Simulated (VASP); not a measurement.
Input of a VASP 6.6.1 run:

File INCAR:

```
PREC = Accurate
ENCUT = 600
EDIFF = 1E-7
ISMEAR = 0
SIGMA = 0.1
LREAL = False
LASPH = True
NELM = 80
ALGO = Normal
ISIF = 3
LWAVE = False
LCHARG = False
GGA = PE
IBRION = 2
NSW = 90
EDIFFG = -0.04
```

The input KPOINTS:

```
regular mesh
0
Gamma
  4 4 4
```

Contents of POSCAR:

```
ZnCd4S
1.0
    4.3634701400      0.0000000000      0.0000000000
    0.0000000000      4.3634701400      0.0000000000
    0.0000000000      0.0000000000      6.1783563000
Zn Cd S
1 4 1
Direct
    0.0000000000      0.0000000000      0.0000000000
    0.5000000000      0.0000000000      0.7458124800
    0.0000000000      0.5000000000      0.2541875200
    0.5000000000      0.0000000000      0.2541875200
    0.0000000000      0.5000000000      0.7458124800
    0.5000000000      0.5000000000      0.5000000000
```

Potentials or basis: VASP PAW PBE potentials, release 64 (Zn, Cd, S).

Launch:

```sh
$ cat potpaw_PBE.64/Zn/POTCAR potpaw_PBE.64/Cd/POTCAR potpaw_PBE.64/S/POTCAR > POTCAR
$ mpirun -np 1 vasp_std > vasp.out
```

Q: Estimate the relaxed cell.

A: a = 4.437 Å, b = 4.437 Å, c = 7.176 Å, α = 90.00°, β = 90.00°, γ = 90.00°.

Q: Estimate the space group after relaxing (to 0.1 Å).

A: P4/mmm (No. 123).

Q: What does it give for the relaxed volume?

A: 23.55 Å³/atom.

The path:
```
step  energy change (eV)  largest force (eV/Å)  pressure (GPa)  volume (Å³)
   1              0.0000                0.8093           13.16       117.64
   2             -0.9233                0.3227           -1.22       147.24
   3             -0.9338                0.3591           -0.19       143.43
   4             -0.9338                0.3535           -0.35       143.98
   5             -0.9676                0.2876           -0.29       143.64
   6             -1.0429                0.0972           -0.11       142.55
   7             -1.0478                0.4007            0.78       140.08
   8             -1.0779                0.1456            0.21       141.41
   9             -1.1105                0.1352           -0.03       142.27
  10             -1.1120                0.1288           -0.10       142.46
  11             -1.1173                0.0595            0.10       141.73
  12             -1.1181                0.0168            0.23       141.30
```

Caveat: the volume moved by over 15 % at a fixed basis, so the end points are rough.
